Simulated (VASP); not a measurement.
**MnHg: single point with PBE**

Crystal: MnHg.

```
Mn Hg
1.0
     3.28800    0.00000    0.00000
     0.00000    3.28800    0.00000
     0.00000    0.00000    6.62600
Mn Hg
2 2
Direct
  0.50000 0.50000 0.25000
  0.50000 0.50000 0.75000
  0.00000 0.00000 0.00000
  0.00000 0.00000 0.50000
```

```yaml
Program: VASP 6.6.1
Task: single point
Functional: PBE
Potentials_or_basis: VASP PAW PBE potentials, release 64 (Mn_pv, Hg)
Cutoff: 500 eV
k_mesh: 11 × 11 × 6
Occupations: fermi-dirac, width 0.05 eV
Spin: non-collinear spin, typed start
Starting_moments: "[[0.0, 0.0, 3.9], [0.0, 0.0, -3.9], [0.0, 0.0, 0.0], [0.0, 0.0, 0.0]] μB"
```

The pressure is 2.0 GPa. The band gap on the k mesh is zero (bands 50 and 51 overlap by 1.83 eV), the net moment is 0.00 μB per cell and the valence electrons inside the program's atomic spheres are Mn 11.42; Hg 10.60.

Stress tensor (GPa, compression positive):
```
1.94 0.00 0.00
0.00 1.94 0.00
0.00 0.00 2.02
```

Levels at points of the mesh, in eV from the Fermi level:
| k point | band 47 | band 48 | band 49 | band 50 | band 51 | band 52 | band 53 | band 54 |
| --- | --- | --- | --- | --- | --- | --- | --- | --- |
| (0.00, 0.00, 0.00) | -2.22 | -2.22 | 0.07 | 0.07 | 0.94 | 0.94 | 0.94 | 0.94 |
| (0.00, 0.00, 0.50) | -0.75 | -0.75 | 0.06 | 0.06 | 0.62 | 0.62 | 0.79 | 0.79 |

Moments on the atoms (μB; x, y, z):
```
Mn   0.00  0.00  3.80
Mn   0.00  0.00 -3.80
Hg   0.00  0.00  0.00
Hg   0.00  0.00  0.00
```

It took 3.6 min on 4 MPI ranks on Intel(R) Xeon(R) 6975P-C (Granite Rapids), with other jobs on the host, peak memory 0.65 GiB a rank.

Caveat: spin-orbit coupling is left out, which moves the levels of the heavy elements.
